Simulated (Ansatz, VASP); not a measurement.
## NaF: VASP beside Ansatz

```
Na F
1.0
     0.00000    2.34261    2.34261
     2.34261    0.00000    2.34261
     2.34261    2.34261    0.00000
Na F
1 1
Cartesian
  0.0000 0.0000 0.0000
  2.3426 2.3426 2.3426
```

Alike in both runs: functional r2SCAN; k mesh 10 × 10 × 10; occupations fermi-dirac, width 0.02 eV; no spin polarisation.

Ansatz relaxed the structure, and its values are those at the end. VASP's run is a single point on that final structure, the one shown.

|  | VASP | Ansatz |
| --- | --- | --- |
| version | VASP 6.6.1 | Ansatz 0.2.0 |
| potentials or method | VASP PAW PBE potentials, release 64 (Na_sv, F), cutoff 970 eV | PAW plane waves |
| valence electrons in the cell | 16 | 16 |

VASP gave:

- gap on the k mesh at the Fermi level (eV): 6.95
- pressure (GPa): -3.3

What did Ansatz give for the same quantities?

gap on the k mesh at the Fermi level (eV): 6.96; pressure (GPa): -2.8.

VASP's potentials were made for PBE, not for r2SCAN. Ansatz's warnings: stress scf threshold loose.
